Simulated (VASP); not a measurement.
Write the native input for VASP 6.6.1 that does the following.

```
Task                   : single point
Functional             : r2SCAN
Dispersion             : rVV10
Potentials or basis    : VASP PAW PBE potentials, release 64 (Sn_d, Se)
Cutoff                 : 520 eV
k mesh                 : 12 × 12 × 4
Occupations            : fermi-dirac, width 0.02 eV
Spin                   : no spin polarisation
Dipole correction      : no
Further INCAR settings : ALGO = Normal; EDIFF = 1e-06; NBANDS = 20
```

Crystal: SnSe2.

```
Sn Se
1.0
     3.82516    0.00000    0.00000
    -1.91258    3.31269    0.00000
     0.00000    0.00000    6.22706
Sn Se
1 2
Cartesian
  0.0000 0.0000 0.0000
  0.0000 2.2085 1.5759
  1.9126 1.1042 4.6511
```

One way to write it, as run:

POSCAR

```
SnSe2
1.0
    3.8251636844      0.0000000000      0.0000000000
   -1.9125818422      3.3126889243      0.0000000000
    0.0000000000      0.0000000000      6.2270591582
Sn Se
1 2
Direct
    0.0000000000      0.0000000000      0.0000000000
    0.3333333333      0.6666666667      0.2530759000
    0.6666666667      0.3333333333      0.7469241000
```

INCAR.step1

```
ALGO = Normal
EDIFF = 1E-4
ENCUT = 520
GGA = PE
ISMEAR = -1
LASPH = True
LCHARG = False
LREAL = False
LWAVE = True
NBANDS = 20
NELM = 80
PREC = Accurate
SIGMA = 0.02
```

INCAR.step2

```
ALGO = Normal
BPARAM = 11.95
CPARAM = 0.0093
EDIFF = 1E-6
ENCUT = 520
ISIF = 2
ISMEAR = -1
ISTART = 1
IVDW_NL = 2
LASPH = True
LCHARG = False
LMIXTAU = True
LREAL = False
LUSE_VDW = True
LWAVE = False
METAGGA = R2SCAN
NBANDS = 20
NELM = 80
PREC = Accurate
SIGMA = 0.02
```

KPOINTS

```
k-points
0
Gamma
  12 12 4
```

Potentials or basis: VASP PAW PBE potentials, release 64 (Sn_d, Se).

The run is started by

```bash
$ cat potpaw_PBE.64/Sn_d/POTCAR potpaw_PBE.64/Se/POTCAR > POTCAR
$ cp INCAR.step1 INCAR
$ mpirun -np 1 vasp_std > vasp.out
$ cp INCAR.step2 INCAR
$ mpirun -np 1 vasp_std > vasp.out
```

It gave:

The pressure is 0.2 GPa. The largest force is 0.032 eV/Å and the band gap on the k mesh is 0.99 eV, indirect (least direct gap 1.47 eV).

Caveat: the PAW data sets were made with another functional, which shifts forces and pressure a little; spin-orbit coupling is left out, which moves the levels of the heavy elements.

Wall time 3.7 min on 1 thread of Intel(R) Xeon(R) 6975P-C (Granite Rapids), on a shared host, peak memory 0.4 GiB.
